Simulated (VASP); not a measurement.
# Ga2Sb2CO in VASP: further runs

Ga2Sb2CO is run at these levels: PBE+D3(BJ); tasks: single point.

All numbers are computed with VASP 6.6.1; they aren't measurements. Logs are shortened: lines on timing, memory, paths and dates and some standing lists are left out, and cuts for length are marked.

## 1. The cell of the first run

The cell holds a slab with vacuum, 6 atoms: a = 4.334 Å, b = 4.334 Å, c = 23.320 Å, α = 90.00°, β = 90.00°, γ = 120.00°.

## 2. Single point, PBE+D3(BJ)

Contents of INCAR:

```
SYSTEM = Ga2Sb2CO
PREC = Accurate ; ENCUT = 520
EDIFF = 1E-6 ; ISMEAR = 0
SIGMA = 0.1 ; LREAL = .FALSE.
LASPH = .TRUE. ; NELM = 100
ALGO = Normal ; ISIF = 2
LWAVE = .FALSE. ; LCHARG = .FALSE.
LDIPOL = .TRUE. ; IDIPOL = 3
DIPOL = 0.5 0.5 0.361 ; GGA = PE
IVDW = 12 ; NBANDS = 32
```

Contents of KPOINTS:

```
Automatic mesh
0
G
  6 6 1
  0 0 0
```

Contents of POSCAR:

```
Ga2Sb2CO
1.0
    4.3343814621      0.0000000000      0.0000000000
   -2.1671907311      3.7536844559      0.0000000000
    0.0000000000      0.0000000000     23.3197422777
Sb Ga O C
2 2 1 1
Direct
    0.0000000000      0.0000000000      0.1715284823
    0.3333333333      0.6666666667      0.3301590654
    0.3333333333      0.6666666667      0.2094685204
    0.6666666667      0.3333333333      0.3632005095
    0.7777777778      0.7777777778      0.5218643557
    0.7777777778      0.7777777778      0.5711787943
```

Potentials or basis: VASP PAW PBE potentials, release 64 (Sb, Ga_d, O, C).

Run with:

```
$ cat potpaw_PBE.64/Sb/POTCAR potpaw_PBE.64/Ga_d/POTCAR potpaw_PBE.64/O/POTCAR potpaw_PBE.64/C/POTCAR > POTCAR
$ mpirun -np 1 vasp_std > vasp.out
```

OUTCAR:

```text
SYSTEM = Ga2Sb2CO
   PREC = Accurate
   ENCUT = 520
   EDIFF = 1E-6
   ISMEAR = 0
   LREAL = .FALSE.
   LASPH = .TRUE.
   NELM = 100
   ISIF = 2
   GGA = PE
   IVDW = 12
 IVDW          = 12

 ion  position               nearest neighbor table
   1  0.000  0.000  0.172-   3 2.65   3 2.65   3 2.65
   2  0.333  0.667  0.330-   4 2.62   4 2.62   4 2.62   3 2.81
   3  0.333  0.667  0.209-   1 2.65   1 2.65   1 2.65   2 2.81
   4  0.667  0.333  0.363-   2 2.62   2 2.62   2 2.62
   5  0.778  0.778  0.522-   6 1.15
   6  0.778  0.778  0.571-   5 1.15

  LATTYP: Found a hexagonal cell.
 ALAT       =     4.3343814621
 C/A-ratio  =     5.3801776520

  Lattice vectors:

 A1 = (   4.3343814621,   0.0000000000,   0.0000000000)
 A2 = (  -2.1671907311,   3.7536844559,   0.0000000000)
 A3 = (   0.0000000000,   0.0000000000,  23.3197422777)

Analysis of symmetry for initial positions (statically):
=====================================================================
 Subroutine PRICEL returns:
 Original cell was already a primitive cell.

 Routine SETGRP: Setting up the symmetry group for a
 hexagonal supercell.

 Subroutine GETGRP returns: Found  1 space group operations
 (whereof  1 operations were pure point group operations)
 out of a pool of 24 trial point group operations.

The static configuration has the point symmetry C_1 .

Analysis of symmetry for dynamics (positions and initial velocities):
=====================================================================
 Subroutine PRICEL returns:
 Original cell was already a primitive cell.

 Routine SETGRP: Setting up the symmetry group for a
 hexagonal supercell.

 Subroutine GETGRP returns: Found  1 space group operations
 (whereof  1 operations were pure point group operations)
 out of a pool of 24 trial point group operations.

The dynamic configuration has the point symmetry C_1 .

 Subroutine INISYM returns: Found  1 space group operations
 (whereof  1 operations are pure point group operations),
 and found     1 'primitive' translations

----------------------------------------------------------------------------------------

                                     Primitive cell

  volume of cell :     379.4099

  direct lattice vectors                    reciprocal lattice vectors
     4.334381462  0.000000000  0.000000000     0.230713427  0.133202459  0.000000000
    -2.167190731  3.753684456  0.000000000     0.000000000  0.266404918  0.000000000
[... 97 lines left out ...]
   TEBEG  =    0.0;   TEEND  =   0.0 temperature during run
   PSTRESS=    0.0 pullay stress
   NELECT =      46.0000    total number of electrons
   NUPDOWN=      -1.0000    fix difference up-down
   EMIN   =  10.00;   EMAX   =-10.00  energy-range for DOS
   EFERMI =   0.00;   METHOD = LEGACY
   ISMEAR =     0;   SIGMA  =   0.10  broadening in eV -4-tet -1-fermi 0-gaus
   EFERMI_NEDOS =   21; number of points for ismear=-14 and -15
   IALGO  =     38    algorithm
   IMIX   =      4    mixing-type and parameters
     AMIX     =   0.40;   BMIX     =  1.00
     AMIX_MAG =   1.60;   BMIX_MAG =  1.00
  volume/ion in A,a.u.               =      63.23       426.73
  Fermi-wavevector in a.u.,A,eV,Ry     =   0.810260  1.531170  8.932521  0.656522
  Thomas-Fermi vector in A             =   1.919403
   LORBIT       =      0    0 simple, 1 ext, 2 COOP (PROOUT), +10 PAW based schemes
   GGA     = PE    functional components
   LHFCALC =     F    Hartree Fock is set to
   AEXX    =    0.0000 exact exchange contribution
   IVDW    =    12    specifies the selected vdW correction
   LEPSILON=     F    determine dielectric tensor
   LRPA    =     F    only Hartree local field effects (RPA)
 non-spin polarized calculation
 Gauss-broadening in eV      SIGMA  =   0.10
  energy-cutoff  :      520.00
  volume of cell :      379.41
 maximum number of plane-waves:     10242
   NGX = 17   NGY = 17   NGZ = 87

 dipolmoment           0.000000      0.000000      0.000059 electrons x Angstroem

 number of electron      46.0000011 magnetization

 dipolmoment           0.000000      0.000000     -0.096907 electrons x Angstroem

 Free energy of the ion-electron system (eV)
  ---------------------------------------------------
  ext. energy  EPLUGINS =         0.00000000
  ---------------------------------------------------
  free energy    TOTEN  =       -28.26836908 eV

  energy without entropy =      -28.26196875  energy(sigma->0) =      -28.26516891

 E-fermi :  -0.9252     XC(G=0):  -4.2305

 val. band max:       -0.9453067872   @ k =   0.0000   0.0000   0.0000
 cond. band min:      -0.9002790629   @ k =   0.3333   0.3333   0.0000
 fundamental gap:      0.0450277243
 Fermi energy:        -0.9251701917

 k-point     1 :       0.0000    0.0000    0.0000
  band No.  band energies     occupation
      1     -26.8032      2.00000
      2     -16.4851      2.00000
      3     -16.4388      2.00000
      4     -16.4386      2.00000
      5     -16.3778      2.00000
      6     -16.3776      2.00000
[... 689 lines left out ...]
     31       4.3772      0.00000
     32       4.6017      0.00000

------------------------ aborting loop because EDIFF is reached ----------------------------------------

 vacuum level on the upper side and lower side of the slab       (xc-potential included)        -0.534         0.521

 Edisp (eV)   -0.97236

 E8    (eV) :    -0.4546

  FORCE on cell =-STRESS in cart. coord.  units (eV):
  Direction    XX          YY          ZZ          XY          YZ          ZX
  --------------------------------------------------------------------------------------
  -------------------------------------------------------------------------------------
  Total      -0.05304    -0.05093    -1.22027    -0.00050     0.00889     0.00866
  in kB      -0.22398    -0.21508    -5.15298    -0.00213     0.03753     0.03656
  external pressure =       -1.86 kB  Pullay stress =        0.00 kB

 VOLUME and BASIS-vectors are now :
 -----------------------------------------------------------------------------
  energy-cutoff  :      520.00
  volume of cell :      379.41
      direct lattice vectors                 reciprocal lattice vectors
     4.334381462  0.000000000  0.000000000     0.230713427  0.133202459  0.000000000
    -2.167190731  3.753684456  0.000000000     0.000000000  0.266404918  0.000000000
     0.000000000  0.000000000 23.319742278     0.000000000  0.000000000  0.042882121

 POSITION                                       TOTAL-FORCE (eV/Angst)
 -----------------------------------------------------------------------------------
      0.00000      0.00000      4.00000        -0.001097     -0.000173      0.170631
     -0.00000      2.50246      7.69922         0.000104     -0.001651     -0.013706
     -0.00000      2.50246      4.88475         0.000152     -0.000021     -0.147903
      2.16719      1.25123      8.46974        -0.000933     -0.000971      0.022130
      1.68559      2.91953     12.16974         0.002636      0.004513      0.682703
      1.68559      2.91953     13.31974        -0.000861     -0.001698     -0.713855
 -----------------------------------------------------------------------------------
    total drift:                                0.000214      0.000387      0.001550

  FREE ENERGIE OF THE ION-ELECTRON SYSTEM (eV)
  ---------------------------------------------------
  free  energy   TOTEN  =       -29.2407261545 eV

  energy  without entropy=      -29.2343258274  energy(sigma->0) =      -29.23752599

 vacuum level on the upper side and lower side of the slab         2.860         3.940
```

stdout:

```text
POSCAR found type information on POSCAR SbGaO C
 POSCAR found :  4 types and       6 ions
 scaLAPACK will be used
 LDA part: xc-table for (Slater+PW92), standard interpolation
 POSCAR, INCAR and KPOINTS ok, starting setup
 FFT: planning ... GRIDC
 FFT: planning ... GRID_SOFT
 FFT: planning ... GRID
 WAVECAR not read
 entering main loop
```

Run time: 3.6 min. Hardware: 1 thread of Intel Xeon Platinum 8488C (Sapphire Rapids), shared host; peak memory 0.63 GiB.

What came out:

* Free energy: -29.2407 eV
* Largest force: 0.714 eV/Å
* Band gap on the k mesh: 0.04 eV (least direct gap 0.14 eV)
* Dispersion energy per atom: -0.162 eV

Forces on the atoms (eV/Å):
```
Sb  -0.001  0.000  0.171
Sb   0.000 -0.002 -0.014
Ga   0.000  0.000 -0.148
Ga  -0.001 -0.001  0.022
O    0.003  0.005  0.683
C   -0.001 -0.002 -0.714
```

Levels at points of the mesh, in eV from the valence-band top:
```tsv
k point	band 19	band 20	band 21	band 22	band 23	band 24	band 25	band 26	band 27	band 28
(0.00, 0.00, 0.00)	-2.11	-1.13	-1.13	0.00	0.00	0.14	0.88	1.47	1.47	1.71
(0.50, 0.00, 0.00)	-5.68	-2.53	-2.47	-1.30	-1.19	0.41	0.69	1.18	1.33	1.66
(0.00, 0.50, 0.00)	-5.68	-2.53	-2.47	-1.30	-1.19	0.38	0.71	1.17	1.33	1.66
(0.50, 0.50, 0.00)	-5.68	-2.53	-2.47	-1.30	-1.19	0.40	0.70	1.17	1.33	1.66
```

Caveat: semilocal functionals underestimate gaps, and a narrow one can read as zero; spin-orbit coupling is left out, which moves the levels of the heavy elements.

## 3. Single point, PBE+D3(BJ)

Contents of INCAR:

```
PREC = Accurate ; ENCUT = 520
EDIFF = 1E-7 ; ISMEAR = 0
SIGMA = 0.1 ; LREAL = False
LASPH = True ; NELM = 60
ALGO = Normal ; ISIF = 2
LWAVE = False ; LCHARG = True
LDIPOL = True ; IDIPOL = 3
DIPOL = 0.5 0.5 0.361 ; GGA = PE
IVDW = 12 ; LELF = True
LVHAR = True ; LVACPOTAV = True
NBANDS = 32
```

Contents of KPOINTS:

```
Automatic mesh
0
Gamma
  6 6 1
```

POSCAR, as its differences from that of step 2:

```diff
@@ -12,3 +12,3 @@
     0.6666666667      0.3333333333      0.3632005095
-    0.7777777778      0.7777777778      0.5218643557
-    0.7777777778      0.7777777778      0.5711787943
+    1.1111111111      0.4444444444      0.5218643557
+    1.1111111111      0.4444444444      0.5711787943
```

Potentials or basis: VASP PAW PBE potentials, release 64 (Sb, Ga_d, O, C).

Run with:

```
$ cat potpaw_PBE.64/Sb/POTCAR potpaw_PBE.64/Ga_d/POTCAR potpaw_PBE.64/O/POTCAR potpaw_PBE.64/C/POTCAR > POTCAR
$ mpirun -np 1 vasp_std > vasp.out
```

OUTCAR:

```text
PREC = Accurate
   ENCUT = 520
   EDIFF = 1E-7
   ISMEAR = 0
   LREAL = False
   LASPH = True
   NELM = 60
   ISIF = 2
   GGA = PE
   IVDW = 12
 IVDW          = 12

 ion  position               nearest neighbor table
   1  0.000  0.000  0.172-   3 2.65   3 2.65   3 2.65
   2  0.333  0.667  0.330-   4 2.62   4 2.62   4 2.62   3 2.81
   3  0.333  0.667  0.209-   1 2.65   1 2.65   1 2.65   2 2.81
   4  0.667  0.333  0.363-   2 2.62   2 2.62   2 2.62
   5  0.111  0.444  0.522-   6 1.15
   6  0.111  0.444  0.571-   5 1.15

  LATTYP: Found a hexagonal cell.
 ALAT       =     4.3343814621
 C/A-ratio  =     5.3801776520

  Lattice vectors:

 A1 = (   4.3343814621,   0.0000000000,   0.0000000000)
 A2 = (  -2.1671907311,   3.7536844559,   0.0000000000)
 A3 = (   0.0000000000,   0.0000000000,  23.3197422777)

Analysis of symmetry for initial positions (statically):
=====================================================================
 Subroutine PRICEL returns:
 Original cell was already a primitive cell.

 Routine SETGRP: Setting up the symmetry group for a
 hexagonal supercell.

 Subroutine GETGRP returns: Found  1 space group operations
[... 180 lines left out ...]
  band No.  band energies     occupation
      1     -26.8107      2.00000
      2     -16.4773      2.00000
      3     -16.4311      2.00000
      4     -16.4308      2.00000
      5     -16.3700      2.00000
      6     -16.3699      2.00000
[... 689 lines left out ...]
     31       4.4656      0.00000
     32       4.6194      0.00000

------------------------ aborting loop because EDIFF is reached ----------------------------------------

 Edisp (eV)   -0.97263

 E8    (eV) :    -0.4547

  FORCE on cell =-STRESS in cart. coord.  units (eV):
  Direction    XX          YY          ZZ          XY          YZ          ZX
  --------------------------------------------------------------------------------------
  -------------------------------------------------------------------------------------
  Total      -0.05297    -0.05604    -1.19621     0.00071    -0.01218    -0.00246
  in kB      -0.22370    -0.23663    -5.05138     0.00302    -0.05144    -0.01038
  external pressure =       -1.84 kB  Pullay stress =        0.00 kB

 VOLUME and BASIS-vectors are now :
 -----------------------------------------------------------------------------
  energy-cutoff  :      520.00
  volume of cell :      379.41
      direct lattice vectors                 reciprocal lattice vectors
     4.334381462  0.000000000  0.000000000     0.230713427  0.133202459  0.000000000
    -2.167190731  3.753684456  0.000000000     0.000000000  0.266404918  0.000000000
     0.000000000  0.000000000 23.319742278     0.000000000  0.000000000  0.042882121

 POSITION                                       TOTAL-FORCE (eV/Angst)
 -----------------------------------------------------------------------------------
      0.00000      0.00000      4.00000         0.001117      0.001608      0.169677
     -0.00000      2.50246      7.69922        -0.001437     -0.000332     -0.019525
     -0.00000      2.50246      4.88475        -0.000261     -0.000273     -0.145532
      2.16719      1.25123      8.46974         0.000238      0.001393      0.020035
     -0.48160      1.66830     12.16974         0.000786     -0.003610      0.689378
     -0.48160      1.66830     13.31974        -0.000443      0.001215     -0.714034
 -----------------------------------------------------------------------------------
    total drift:                                0.000165     -0.000271      0.001139

  FREE ENERGIE OF THE ION-ELECTRON SYSTEM (eV)
  ---------------------------------------------------
  free  energy   TOTEN  =       -29.2384667022 eV

  energy  without entropy=      -29.2320695978  energy(sigma->0) =      -29.23526815

 vacuum level on the upper side and lower side of the slab         2.857         3.953
```

OSZICAR:

```text
N       E                     dE             d eps       ncg     rms          rms(c)
DAV:   1     0.336081217014E+03    0.33608E+03   -0.18885E+04  1368   0.127E+03
DAV:   2     0.222931597197E+02   -0.31379E+03   -0.30040E+03  1568   0.296E+02
DAV:   3    -0.267631096404E+02   -0.49056E+02   -0.48470E+02  1672   0.115E+02
[... 16 lines left out ...]
DAV:  20    -0.282658372425E+02   -0.23255E-05   -0.39197E-07  1384   0.264E-03    0.489E-04
DAV:  21    -0.282658377227E+02   -0.48026E-06   -0.33498E-07  1056   0.170E-03    0.496E-04
DAV:  22    -0.282658384489E+02   -0.72613E-06   -0.74496E-08  1240   0.888E-04    0.359E-04
DAV:  23    -0.282658390388E+02   -0.58998E-06   -0.13869E-07  1112   0.111E-03    0.156E-04
DAV:  24    -0.282658391292E+02   -0.90343E-07   -0.22847E-08  1160   0.702E-04
   1 F= -.29238467E+02 E0= -.29235268E+02  d E =-.639710E-02
```

Run time: 4 min. Hardware: 1 thread of Intel Xeon Platinum 8488C (Sapphire Rapids), shared host; peak memory 0.61 GiB.

Results:

| Quantity | Value |
| --- | --- |
| Free energy | -29.2385 eV |
| Largest force | 0.714 eV/Å |
| Band gap on the k mesh | 0.04 eV (least direct gap 0.14 eV) |
| Dispersion energy per atom | -0.162 eV |

Forces in eV/Å, atoms in the order of the input:
```
Sb   0.001  0.002  0.170
Sb  -0.001  0.000 -0.020
Ga   0.000  0.000 -0.146
Ga   0.000  0.001  0.020
O    0.001 -0.004  0.689
C    0.000  0.001 -0.714
```

Caveat: semilocal functionals underestimate gaps, and a narrow one can read as zero; spin-orbit coupling is left out, which moves the levels of the heavy elements.
